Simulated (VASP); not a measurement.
A run of VASP 6.6.1:

INCAR

```
PREC = Accurate ; ENCUT = 520
EDIFF = 1E-6 ; ISMEAR = 0
SIGMA = 0.01 ; LREAL = F
LASPH = T ; NELM = 60
ALGO = Normal ; ISIF = 2
LWAVE = F ; LCHARG = F
GGA = PS ; NBANDS = 21
```

The input KPOINTS:

```
regular mesh
0
Gamma
  8 8 8
```

Contents of POSCAR:

```
LiMgF3
1.0
    3.4361917199      0.0000000000      0.0000000000
    0.0000000000      3.4361917199      0.0000000000
    0.0000000000      0.0000000000      3.4361917199
Li Mg F
1 1 3
Direct
    0.5000000000      0.5000000000      0.5000000000
    0.0000000000      0.0000000000      0.0000000000
    0.0000000000      0.5000000000      0.5000000000
    0.5000000000      0.5000000000      0.0000000000
    0.5000000000      0.0000000000      0.5000000000
```

Potentials or basis: VASP PAW PBE potentials, release 64 (Li_sv, Mg, F).

Launch:

```bash
$ cat potpaw_PBE.64/Li_sv/POTCAR potpaw_PBE.64/Mg/POTCAR potpaw_PBE.64/F/POTCAR > POTCAR
$ mpirun -np 1 vasp_std > vasp.out
```

Hardware: 1 thread of Intel(R) Xeon(R) Platinum 8488C (Sapphire Rapids), with other jobs on the host.

**Question.** Estimate the wall time of this run.

**Answer.** Run time: 30 s on 1 thread of Intel(R) Xeon(R) Platinum 8488C (Sapphire Rapids) (shared host), peak memory 0.17 GiB. Counts: scf iterations 12, k points 35.
